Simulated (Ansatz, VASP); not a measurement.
## InSe: VASP beside Ansatz

The input INCAR:

```
SYSTEM = InSe
PREC = Accurate
ENCUT = 520
EDIFF = 1E-6
ISMEAR = 0
SIGMA = 0.03
LREAL = .FALSE.
LASPH = .TRUE.
NELM = 60
ALGO = Normal
ISIF = 2
LWAVE = .FALSE.
LCHARG = .FALSE.
GGA = PS
NBANDS = 27
```

KPOINTS

```
regular mesh
0
G
  12 12 12
  0 0 0
```

The input POSCAR:

```
InSe
1.0
    2.0799996363      1.2008883499      8.3166700000
   -2.0799996363      1.2008883499      8.3166700000
    0.0000000000     -2.4017766999      8.3166700000
In Se
2 2
Direct
    0.0000000000      0.0000000000      0.0000000000
    0.1122000000      0.1122000000      0.1122000000
    0.6155000000      0.6155000000      0.6155000000
    0.8300000000      0.8300000000      0.8300000000
```

Input for Ansatz:

```yaml
crystal:
  lattice:
    - [2.0799996363, 1.2008883499, 8.31667]
    - [-2.0799996363, 1.2008883499, 8.31667]
    - [0.0, -2.4017766999, 8.31667]
  atoms:
    - { symbol: In, position: [0.0, 0.0, 0.0] }
    - { symbol: In, position: [0.1122, 0.1122, 0.1122] }
    - { symbol: Se, position: [0.6155, 0.6155, 0.6155] }
    - { symbol: Se, position: [0.83, 0.83, 0.83] }
basis:
  ecutwfc: 420
kpoints:
  mp_grid: { grid: [12, 12, 12] }
hamiltonian:
  xc: pbesol
scf:
  occupations: { method: gaussian, width: 0.03 }
output:
  forces: true
  stress: true
  eigenvalues: true
```

Change from the starting cell: strain +0.040 along x and y, +0.000 along z, atoms carried along.

Alike in both runs: task single point; functional PBEsol; k mesh 12 × 12 × 12; occupations gaussian, width 0.03 eV; no spin polarisation.

|  | VASP | Ansatz |
| --- | --- | --- |
| version | VASP 6.6.1 | Ansatz 0.2.0 |
| potentials or method | VASP PAW PBE potentials, release 64 (In_d, Se), cutoff 520 eV | scalar-relativistic, plane waves, PAW |
| valence electrons in the cell | 38 | 58 |

VASP gave:

* gap on the k mesh at the Fermi level (eV): 0.09
* least direct gap on the mesh (eV): 0.17
* pressure (GPa): -3.2
* traceless stress, the component that is largest in VASP (GPa): 1.25
* rms of the force components (eV/Å): 0.239

Which values does Ansatz return?

gap on the k mesh at the Fermi level (eV): 0.09; least direct gap on the mesh (eV): 0.16; pressure (GPa): -3.2; traceless stress, the component that is largest in VASP (GPa): 1.26; rms of the force components (eV/Å): 0.248.

VASP's potentials were made for PBE, not for PBEsol. Atom by atom the forces differ by 0.009 eV/Å (rms over components). With one functional, cell and mesh, what is left measures potentials, basis and numerics. VASP's potentials hold 38 valence electrons a cell and Ansatz's 58, so a difference there can come from the potentials and not from the codes.
